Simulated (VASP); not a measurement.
Crystal: Se.

```xyz
1
Lattice="0.0000 2.2175 2.2175 2.2175 0.0000 2.2175 2.2175 2.2175 0.0000" Properties=species:S:1:pos:R:3 pbc="T T T"
Se    0.0000    0.0000    0.0000
```

| Quantity | Value |
| --- | --- |
| Program | VASP 6.6.1 |
| Task | relaxation of cell and atoms |
| Functional | LDA |
| Potentials or basis | VASP PAW LDA potentials, release 64 (Se) |
| Cutoff | 600 eV |
| k mesh | 12 × 12 × 12 |
| Occupations | fermi-dirac, width 0.1 eV |
| Spin | no spin polarisation |

At the start: pressure -8.9 GPa; volume 21.81 Å³/atom.

Problem. Where does the relaxation end?

Solution. Over 3 steps the energy falls by 88.5 meV/atom and the volume is 19.00 Å³/atom (-12.9 %); space group Fm-3m (No. 225, to 0.05 Å).

Step by step:
| step | energy change (eV) | largest force (eV/Å) | pressure (GPa) | volume (Å³) |
| --- | --- | --- | --- | --- |
| 1 | 0.0000 | 0.0000 | -8.89 | 21.81 |
| 2 | -0.0784 | 0.0000 | 4.20 | 18.21 |
| 3 | -0.0885 | 0.0000 | 0.02 | 19.00 |

Final structure:
```
CELL_PARAMETERS angstrom
0.00000 2.11800 2.11800
2.11800 0.00000 2.11800
2.11800 2.11800 0.00000
ATOMIC_POSITIONS crystal
Se 0.00000 0.00000 0.00000
```
